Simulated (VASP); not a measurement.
# Ta (Im-3m) in VASP: a series of runs

The runs below take Ta through single point, relaxation of cell and atoms, with LDA.

Program: VASP 6.6.1. These are calculated values, not measurements. Logs are shortened: lines on timing, memory, paths and dates and some standing lists are left out, and cuts for length are marked.

## Step 1: The cell of the first run

It takes space group Im-3m (No. 229, cubic). Conventional cell: a = 3.253 Å, b = 3.253 Å, c = 3.253 Å, α = 90.00°, β = 90.00°, γ = 90.00°. Ta (site symmetry m-3m) has 14 Ta at 2.82 to 3.25 Å within 3.7 Å.

## Step 2: Single point, LDA

Input file INCAR:

```
ALGO = Fast ; EDIFF = 1E-7
ENCUT = 520 ; ISIF = 2
ISMEAR = 0 ; LASPH = T
LCHARG = F ; LREAL = F
LWAVE = F ; NBANDS = 12
NELM = 80 ; PREC = Accurate
SIGMA = 0.1
```

Input file KPOINTS:

```
k-points
0
Gamma
  24 24 24
```

Input file POSCAR:

```
Ta
1.0
   -1.6265705318      1.6265705318      1.6265705318
    1.6265705318     -1.6265705318      1.6265705318
    1.6265705318      1.6265705318     -1.6265705318
Ta
1
Direct
    0.0000000000      0.0000000000      0.0000000000
```

Potentials or basis: VASP PAW LDA potentials, release 64 (Ta_pv).

Started as:

```console
cat potpaw_LDA.64/Ta_pv/POTCAR > POTCAR
mpirun -np 1 vasp_std > vasp.out
```

OUTCAR:

```text
EDIFF = 1E-7
   ENCUT = 520
   ISIF = 2
   ISMEAR = 0
   LASPH = T
   LREAL = F
   NELM = 80
   PREC = Accurate

 ion  position               nearest neighbor table
   1  0.000  0.000  0.000-

  LATTYP: Found a body centered cubic cell.
 ALAT       =     3.2531410636

  Lattice vectors:

 A1 = (  -1.6265705318,   1.6265705318,   1.6265705318)
 A2 = (   1.6265705318,  -1.6265705318,   1.6265705318)
 A3 = (   1.6265705318,   1.6265705318,  -1.6265705318)

Analysis of symmetry for initial positions (statically):
=====================================================================
 Subroutine PRICEL returns:
 Original cell was already a primitive cell.

 Routine SETGRP: Setting up the symmetry group for a
 body centered cubic supercell.

 Subroutine GETGRP returns: Found 48 space group operations
 (whereof 48 operations were pure point group operations)
 out of a pool of 48 trial point group operations.

The static configuration has the point symmetry O_h .

Analysis of symmetry for dynamics (positions and initial velocities):
=====================================================================
 Subroutine PRICEL returns:
 Original cell was already a primitive cell.

 Routine SETGRP: Setting up the symmetry group for a
 body centered cubic supercell.

 Subroutine GETGRP returns: Found 48 space group operations
 (whereof 48 operations were pure point group operations)
 out of a pool of 48 trial point group operations.

The dynamic configuration has the point symmetry O_h .

 Subroutine INISYM returns: Found 48 space group operations
 (whereof 48 operations are pure point group operations),
 and found     1 'primitive' translations

----------------------------------------------------------------------------------------

                                     Primitive cell

  volume of cell :      17.2139

  direct lattice vectors                    reciprocal lattice vectors
    -1.626570532  1.626570532  1.626570532     0.000000000  0.307395216  0.307395216
     1.626570532 -1.626570532  1.626570532     0.307395216  0.000000000  0.307395216
     1.626570532  1.626570532 -1.626570532     0.307395216  0.307395216  0.000000000

  length of vectors
     2.817302803  2.817302803  2.817302803     0.434722484  0.434722484  0.434722484

  position of ions in fractional coordinates (direct lattice)
     0.000000000  0.000000000  0.000000000

  ion indices of the primitive-cell ions
   primitive index   ion index
                 1           1

----------------------------------------------------------------------------------------
[... 76 lines left out ...]
   ISIF   =      2    stress and relaxation
   ISYM   =      2    0-nonsym 1-usesym 2-fastsym
   POTIM  = 0.5000    time-step for ionic-motion
   TEBEG  =    0.0;   TEEND  =   0.0 temperature during run
   PSTRESS=    0.0 pullay stress
   NELECT =      11.0000    total number of electrons
   NUPDOWN=      -1.0000    fix difference up-down
   EMIN   =  10.00;   EMAX   =-10.00  energy-range for DOS
   EFERMI =   0.00;   METHOD = LEGACY
   ISMEAR =     0;   SIGMA  =   0.10  broadening in eV -4-tet -1-fermi 0-gaus
   EFERMI_NEDOS =   21; number of points for ismear=-14 and -15
   IALGO  =     68    algorithm
   IMIX   =      4    mixing-type and parameters
     AMIX     =   0.40;   BMIX     =  1.00
     AMIX_MAG =   1.60;   BMIX_MAG =  1.00
  volume/ion in A,a.u.               =      17.21       116.16
  Fermi-wavevector in a.u.,A,eV,Ry     =   1.410088  2.664680 27.053112  1.988348
  Thomas-Fermi vector in A             =   2.532077
   LORBIT       =      0    0 simple, 1 ext, 2 COOP (PROOUT), +10 PAW based schemes
   GGA     = CA    functional components
   LHFCALC =     F    Hartree Fock is set to
   AEXX    =    0.0000 exact exchange contribution
   IVDW    =     0    specifies the selected vdW correction
   LEPSILON=     F    determine dielectric tensor
   LRPA    =     F    only Hartree local field effects (RPA)
 non-spin polarized calculation
 RMM-DIIS sequential band-by-band and
 Gauss-broadening in eV      SIGMA  =   0.10
  energy-cutoff  :      520.00
  volume of cell :       17.21
 maximum number of plane-waves:       478
 NGX is ok and might be reduce to    24
   NGX = 11   NGY = 11   NGZ = 11

 number of electron      11.0000000 magnetization

 Free energy of the ion-electron system (eV)
  ---------------------------------------------------
  ext. energy  EPLUGINS =         0.00000000
  ---------------------------------------------------
  free energy    TOTEN  =       -12.83149144 eV

  energy without entropy =      -12.82594579  energy(sigma->0) =      -12.82871861

 E-fermi :   5.7681     XC(G=0): -13.0275

 val. band max:        5.7607361827   @ k =  -0.3750   0.4167   0.0833
 cond. band min:       5.7688346708   @ k =  -0.4167  -0.4167   0.0417
 fundamental gap:      0.0080984881
 Fermi energy:         5.7680511769

 k-point     1 :       0.0000    0.0000    0.0000
  band No.  band energies     occupation
      1     -26.9405      2.00000
      2     -26.9405      2.00000
      3     -26.9405      2.00000
      4      -2.2294      2.00000
      5       6.4481      0.00000
      6       6.4481      0.00000
      7       6.4481      0.00000
      8       9.8708      0.00000
      9       9.8708      0.00000
     10      21.0678      0.00000
     11      21.0678      0.00000
     12      21.0678      0.00000
[... 331 lines left out ...]
 k-point    24 :       0.4583    0.0417    0.0000
  band No.  band energies     occupation
      1     -28.3129      2.00000
      2     -27.3903      2.00000
      3     -26.9613      2.00000
      4       1.2664      2.00000
      5       4.0800      2.00000
      6       7.5521      0.00000
      7       9.7604      0.00000
      8      10.9090      0.00000
      9      13.9885      0.00000
     10      18.1036      0.00000
     11      18.2557      0.00000
     12      19.6400      0.00000

 [... further k-points ...]
[... 5 lines left out ...]
  --------------------------------------------------------------------------------------
  -------------------------------------------------------------------------------------
  Total        0.0975287      0.0975287      0.0975287      0.0000000     -0.0000000      0.0000000
  in kB        9.0774571      9.0774571      9.0774571      0.0000000     -0.0000000      0.0000000
  external PRESSURE =       9.0774571 kB  Pullay stress =       0.0000000 kB

 VOLUME and BASIS-vectors are now :
 -----------------------------------------------------------------------------
  energy-cutoff  :      520.00
  volume of cell :       17.21
      direct lattice vectors                 reciprocal lattice vectors
    -1.626570532  1.626570532  1.626570532     0.000000000  0.307395216  0.307395216
     1.626570532 -1.626570532  1.626570532     0.307395216  0.000000000  0.307395216
     1.626570532  1.626570532 -1.626570532     0.307395216  0.307395216  0.000000000

 POSITION                                       TOTAL-FORCE (eV/Angst)
 -----------------------------------------------------------------------------------
      0.00000      0.00000      0.00000        -0.000000      0.000000     -0.000000
 -----------------------------------------------------------------------------------
    total drift:                               -0.000000      0.000000      0.000000

  FREE ENERGIE OF THE ION-ELECTRON SYSTEM (eV)
  ---------------------------------------------------
  free  energy   TOTEN  =       -12.8314914372 eV

  energy  without entropy=      -12.8259457912  energy(sigma->0) =      -12.82871861
```

OSZICAR:

```text
N       E                     dE             d eps       ncg     rms          rms(c)
DAV:   1     0.599388384982E+02    0.59939E+02   -0.60908E+03  9944   0.879E+02
DAV:   2    -0.123223885672E+02   -0.72261E+02   -0.70375E+02 11072   0.246E+02
DAV:   3    -0.132927441920E+02   -0.97036E+00   -0.96320E+00 11792   0.270E+01
DAV:   4    -0.132950048198E+02   -0.22606E-02   -0.22604E-02 10852   0.146E+00
DAV:   5    -0.132950115788E+02   -0.67590E-05   -0.67596E-05 11556   0.751E-02    0.146E+01
RMM:   6    -0.129416501491E+02    0.35336E+00   -0.23902E-01 10474   0.392E+00    0.710E+00
RMM:   7    -0.128327557840E+02    0.10889E+00   -0.23944E-01 11105   0.379E+00    0.310E-01
RMM:   8    -0.128314689529E+02    0.12868E-02   -0.85914E-03 12101   0.876E-01    0.250E-01
RMM:   9    -0.128315038427E+02   -0.34890E-04   -0.87883E-04 12542   0.276E-01    0.503E-02
RMM:  10    -0.128314913000E+02    0.12543E-04   -0.10155E-04 12353   0.104E-01    0.861E-03
RMM:  11    -0.128314912261E+02    0.73919E-07   -0.15544E-05 12825   0.391E-02    0.369E-03
RMM:  12    -0.128314914104E+02   -0.18436E-06   -0.17793E-06 11803   0.118E-02    0.340E-03
RMM:  13    -0.128314914372E+02   -0.26747E-07   -0.40755E-07 10314   0.545E-03
   1 F= -.12831491E+02 E0= -.12828719E+02  d E =-.554565E-02
```

stdout:

```text
POSCAR found type information on POSCAR Ta
 POSCAR found :  1 types and       1 ions
 scaLAPACK will be used
 LDA part: xc-table for (Slater(with rela. corr.)+CA(PZ))
 , standard interpolation
 POSCAR, INCAR and KPOINTS ok, starting setup
 FFT: planning ... GRIDC
 FFT: planning ... GRID_SOFT
 FFT: planning ... GRID
 WAVECAR not read
 entering main loop
WARNING in EDDRMM: call to ZHEGV failed, returncode =   6  3     12
WARNING in EDDRMM: call to ZHEGV failed, returncode =   8  4     11
WARNING in EDDRMM: call to ZHEGV failed, returncode =   8  4     10
WARNING in EDDRMM: call to ZHEGV failed, returncode =   6  3     10
WARNING in EDDRMM: call to ZHEGV failed, returncode =   8  4     11
WARNING in EDDRMM: call to ZHEGV failed, returncode =   8  4     11
```

Run time: 42 s. Hardware: 1 thread of Intel Xeon Platinum 8488C (Sapphire Rapids), shared host; peak memory 0.2 GiB.

What came out:

```yaml
Free_energy: -12.8315 eV
Pressure: 0.9 GPa
```

Caveat: spin-orbit coupling is left out, which moves the levels of the heavy elements.

## Step 3: Relaxation of cell and atoms, LDA

This run uses another cell than the first one, of 18.13 Å³/atom, 1.053 times its volume.

Input file INCAR:

```
SYSTEM = Ta
PREC     = Accurate       ! precision mode
ENCUT    = 600            ! plane-wave cutoff, eV
EDIFF    = 1E-6           ! SCF threshold, eV
ISMEAR   = 0              ! smearing method
SIGMA    = 0.1            ! smearing width, eV
LREAL    = .FALSE.        ! projectors in reciprocal space
LASPH    = .TRUE.         ! aspherical terms in the spheres
NELM     = 80             ! most SCF steps
ALGO     = Normal         ! electronic algorithm
ISIF     = 3              ! what is computed and relaxed
LWAVE    = .FALSE.        ! write WAVECAR
LCHARG   = .FALSE.        ! write CHGCAR
IBRION   = 2              ! ionic algorithm
NSW      = 80             ! ionic steps
EDIFFG   = -0.005         ! ionic threshold
```

Input file KPOINTS:

```
regular mesh
0
G
  24 24 24
  0 0 0
```

Input file POSCAR:

```
Ta
1.0
   -1.6550000000      1.6550000000      1.6550000000
    1.6550000000     -1.6550000000      1.6550000000
    1.6550000000      1.6550000000     -1.6550000000
Ta
1
Direct
    0.0000000000      0.0000000000      0.0000000000
```

Potentials or basis: VASP PAW LDA potentials, release 64 (Ta_pv).

Started as:

```console
cat potpaw_LDA.64/Ta_pv/POTCAR > POTCAR
mpirun -np 1 vasp_std > vasp.out
```

OUTCAR:

```text
SYSTEM = Ta
   PREC = Accurate
   ENCUT = 600
   EDIFF = 1E-6
   ISMEAR = 0
   LREAL = .FALSE.
   LASPH = .TRUE.
   NELM = 80
   ISIF = 3
   IBRION = 2
   NSW = 80
   EDIFFG = -0.005

 ion  position               nearest neighbor table
   1  0.000  0.000  0.000-

  LATTYP: Found a body centered cubic cell.
 ALAT       =     3.3100000000

  Lattice vectors:

 A1 = (  -1.6550000000,   1.6550000000,   1.6550000000)
 A2 = (   1.6550000000,  -1.6550000000,   1.6550000000)
 A3 = (   1.6550000000,   1.6550000000,  -1.6550000000)

Analysis of symmetry for initial positions (statically):
=====================================================================
 Subroutine PRICEL returns:
 Original cell was already a primitive cell.
[... 386 lines left out ...]

  energy without entropy =      -12.82633266  energy(sigma->0) =      -12.82912577

 E-fermi :   5.7338     XC(G=0): -13.0069

 val. band max:        5.7294038668   @ k =  -0.4167  -0.4167   0.0417
 cond. band min:       5.7436774470   @ k =   0.0833   0.0833   0.0417
 fundamental gap:      0.0142735802
 Fermi energy:         5.7338266698

 k-point     1 :       0.0000    0.0000    0.0000
  band No.  band energies     occupation
      1     -26.9896      2.00000
      2     -26.9896      2.00000
      3     -26.9896      2.00000
      4      -2.2491      2.00000
      5       6.4144      0.00000
      6       6.4144      0.00000
      7       6.4144      0.00000
      8       9.8223      0.00000
      9       9.8223      0.00000
[... 265 lines left out ...]
 k-point    24 :       0.4583    0.0417    0.0000
  band No.  band energies     occupation
      1     -28.3446      2.00000
      2     -27.4341      2.00000
      3     -27.0100      2.00000
      4       1.2502      2.00000
      5       4.0583      2.00000
      6       7.4985      0.00000
      7       9.7091      0.00000
      8      10.8522      0.00000
      9      13.9137      0.00000

 [... further k-points ...]
[... 5 lines left out ...]
  --------------------------------------------------------------------------------------
  -------------------------------------------------------------------------------------
  Total       -0.0023555     -0.0023555     -0.0023555      0.0000000     -0.0000000     -0.0000000
  in kB       -0.2183633     -0.2183633     -0.2183633      0.0000000     -0.0000000     -0.0000000
  external PRESSURE =      -0.2183633 kB  Pullay stress =       0.0000000 kB
[... 16 lines left out ...]
  FREE ENERGIE OF THE ION-ELECTRON SYSTEM (eV)
  ---------------------------------------------------
  free  energy   TOTEN  =       -12.8319188789 eV

  energy  without entropy=      -12.8263326589  energy(sigma->0) =      -12.82912577

 reached required accuracy - stopping structural energy minimisation
```

OSZICAR:

```text
N       E                     dE             d eps       ncg     rms          rms(c)
DAV:   1     0.506222770204E+02    0.50622E+02   -0.71064E+03  7442   0.130E+03
DAV:   2    -0.125392075065E+02   -0.63161E+02   -0.62257E+02  9495   0.259E+02
[... 44 lines left out ...]
   6 F= -.12831900E+02 E0= -.12829100E+02  d E =0.122006E-04
       N       E                     dE             d eps       ncg     rms          rms(c)
DAV:   1    -0.128320156758E+02   -0.11585E-03   -0.32407E-03  7561   0.836E-01    0.903E-02
DAV:   2    -0.128319366517E+02    0.79024E-04   -0.10787E-04  7589   0.135E-01    0.304E-02
DAV:   3    -0.128319186673E+02    0.17984E-04   -0.57001E-05  7686   0.946E-02    0.117E-02
DAV:   4    -0.128319188789E+02   -0.21160E-06   -0.64321E-07  4484   0.919E-03
   7 F= -.12831919E+02 E0= -.12829126E+02  d E =-.626964E-05
```

Wall time 1.8 min (1 thread of Intel Xeon 6975P-C, shared host); peak memory 0.22 GiB.

Results:

```
Free energy                            : -12.8319 eV
Relaxed volume                         : 17.28 Å³/atom
Relaxed cell                           : a = 2.821 Å, b = 2.821 Å, c = 2.821 Å, α = 109.47°, β = 109.47°, γ = 109.47°
Space group after relaxing (to 0.05 Å) : Im-3m (No. 229)
Energy gained by relaxing              : 26.6 meV/atom
Ionic steps                            : 7
Pressure after relaxing                : 0.0 GPa
```

Step by step:
```
step  energy change (eV)  largest force (eV/Å)  pressure (GPa)  volume (Å³)
   1              0.0000                0.0000           -9.61        18.13
   2              0.1383                0.0000           30.95        15.42
   3             -0.0265                0.0000           -0.51        17.32
   4             -0.0266                0.0000           -0.09        17.29
   5             -0.0266                0.0000            0.15        17.27
   6             -0.0266                0.0000           -0.24        17.30
   7             -0.0266                0.0000           -0.02        17.28
```

Final structure:
```cif
data_structure
_symmetry_space_group_name_H-M 'P 1'
_symmetry_Int_Tables_number 1
_cell_length_a 2.8211
_cell_length_b 2.8211
_cell_length_c 2.8211
_cell_angle_alpha 109.471
_cell_angle_beta 109.471
_cell_angle_gamma 109.471
_cell_volume 17.28
loop_
_atom_site_label
_atom_site_type_symbol
_atom_site_fract_x
_atom_site_fract_y
_atom_site_fract_z
_atom_site_occupancy
Ta1 Ta 0.00000 0.00000 0.00000 1
```

Levels at points of the mesh, in eV from the Fermi level:
| k point | band 4 | band 5 | band 6 | band 7 | band 8 | band 9 |
| --- | --- | --- | --- | --- | --- | --- |
| (0.00, 0.00, 0.00) | -7.98 | 0.68 | 0.68 | 0.68 | 4.09 | 4.09 |
| (0.50, 0.00, 0.00) | -4.55 | -1.70 | 1.95 | 4.00 | 5.06 | 8.17 |
| (0.50, 0.50, 0.50) | -4.06 | -4.06 | 7.14 | 7.14 | 7.14 | 9.15 |

Caveat: spin-orbit coupling is left out, which moves the levels of the heavy elements.

## Step 4: Relaxation of cell and atoms, LDA

This run uses another cell than the first one, of 18.13 Å³/atom, 1.053 times its volume.

Input file INCAR:

```
SYSTEM = Ta
PREC     = Accurate       ! precision mode
ENCUT    = 500            ! plane-wave cutoff, eV
EDIFF    = 1E-7           ! SCF threshold, eV
ISMEAR   = 0              ! smearing method
SIGMA    = 0.1            ! smearing width, eV
LREAL    = .FALSE.        ! projectors in reciprocal space
LASPH    = .TRUE.         ! aspherical terms in the spheres
NELM     = 120            ! most SCF steps
ALGO     = Normal         ! electronic algorithm
ISIF     = 3              ! what is computed and relaxed
LWAVE    = .FALSE.        ! write WAVECAR
LCHARG   = .FALSE.        ! write CHGCAR
IBRION   = 2              ! ionic algorithm
NSW      = 80             ! ionic steps
EDIFFG   = -0.005         ! ionic threshold
GGA_COMPAT= .FALSE.      
NELMIN   = 4
```

KPOINTS is that of step 3.

POSCAR is that of step 3.

Potentials or basis: VASP PAW LDA potentials, release 64 (Ta_sv_GW).

Started as:

```console
cat potpaw_LDA.64/Ta_sv_GW/POTCAR > POTCAR
mpirun -np 1 vasp_std > vasp.out
```

It took 2.6 min on 1 thread of Intel Xeon Platinum 8488C (Sapphire Rapids), shared host; peak memory 0.22 GiB.

It converged, with:

```
Free energy                            : -15.3245 eV
Relaxed volume                         : 17.19 Å³/atom
Relaxed cell                           : a = 2.816 Å, b = 2.816 Å, c = 2.816 Å, α = 109.47°, β = 109.47°, γ = 109.47°
Space group after relaxing (to 0.05 Å) : Im-3m (No. 229)
Energy gained by relaxing              : 33.6 meV/atom
Ionic steps                            : 7
Pressure after relaxing                : 0.0 GPa
```

Step by step:
| step | energy change (eV) | largest force (eV/Å) | pressure (GPa) | volume (Å³) |
| --- | --- | --- | --- | --- |
| 1 | 0.0000 | 0.0000 | -10.91 | 18.13 |
| 2 | 0.1889 | 0.0000 | 37.17 | 15.08 |
| 3 | -0.0335 | 0.0000 | -0.68 | 17.24 |
| 4 | -0.0336 | 0.0000 | -0.08 | 17.19 |
| 5 | -0.0336 | 0.0000 | 0.16 | 17.18 |
| 6 | -0.0336 | 0.0000 | -0.32 | 17.21 |
| 7 | -0.0336 | 0.0000 | 0.00 | 17.19 |

Final structure:
```
Ta
1.0
    -1.62575    1.62575    1.62575
     1.62575   -1.62575    1.62575
     1.62575    1.62575   -1.62575
Ta
1
Direct
  0.00000 0.00000 0.00000
```

Levels at points of the mesh, in eV from the Fermi level:
| k point | band 3 | band 4 | band 5 | band 6 | band 7 | band 8 | band 9 | band 10 |
| --- | --- | --- | --- | --- | --- | --- | --- | --- |
| (0.00, 0.00, 0.00) | -32.72 | -32.72 | -7.99 | 0.67 | 0.67 | 0.67 | 4.10 | 4.10 |
| (0.50, 0.00, 0.00) | -33.16 | -32.73 | -4.57 | -1.72 | 1.99 | 4.01 | 5.08 | 8.22 |
| (0.50, 0.50, 0.50) | -33.68 | -33.68 | -4.09 | -4.09 | 7.18 | 7.18 | 7.18 | 9.15 |

Caveat: spin-orbit coupling is left out, which moves the levels of the heavy elements.

## Step 5: Summary

```csv
task,potentials or basis,cell,cutoff (eV),second run,gap on the mesh (eV),pressure (GPa),relaxed volume (Å³/atom)
single point,"VASP PAW LDA potentials, release 64 (Ta_pv)","a = 2.817 Å, angles 109.5°, 1 atom",520,-,none,0.9,-
relaxation of cell and atoms,"VASP PAW LDA potentials, release 64 (Ta_pv)","relaxed from a = 2.867 Å, angles 109.5°, 1 atom",600,-,none,0.0,17.28
relaxation of cell and atoms,"VASP PAW LDA potentials, release 64 (Ta_sv_GW)","relaxed from a = 2.867 Å, angles 109.5°, 1 atom",500,valence_matched,none,0.0,17.19
```

Alike in all rows: level LDA; no spin polarisation; k mesh 24 × 24 × 24; smearing gaussian 0.1 eV.

Caveats: spin-orbit coupling is left out, which moves the levels of the heavy elements.

Absolute energies hang on the potentials; compare differences alone.
